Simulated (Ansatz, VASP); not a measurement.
## One calculation of AlN, two programs

```
CELL_PARAMETERS angstrom
0.13097 2.20553 2.20553
2.20553 0.13097 2.20553
2.20553 2.20553 0.13097
ATOMIC_POSITIONS crystal
Al 0.50000 0.50000 0.50000
N 0.00000 0.00000 0.00000
```

Alike in both runs: task single point; functional PBE; k mesh 10 × 10 × 10; occupations gaussian, width 0.05 eV; no spin polarisation.

|  | VASP | Ansatz |
| --- | --- | --- |
| version | VASP 6.6.1 | Ansatz 0.2.0 |
| potentials or method | VASP PAW PBE potentials, release 64 (Al, N), cutoff 520 eV | scalar-relativistic, plane waves, PAW |
| valence electrons in the cell | 8 | 8 |

|  | VASP | Ansatz | Ansatz less VASP |
| --- | --- | --- | --- |
| gap on the k mesh at the Fermi level (eV) | 2.38 | 2.40 | +0.013 |
| least direct gap on the mesh (eV) | 2.68 | 2.68 | -0.003 |
| pressure (GPa) | -27.0 | -26.9 | +0.12 |
| traceless stress, the component that is largest in VASP (GPa) | -16.16 | -16.15 | +0.010 |

The functional is the same, so the differences come from potentials, cutoffs and numerics.
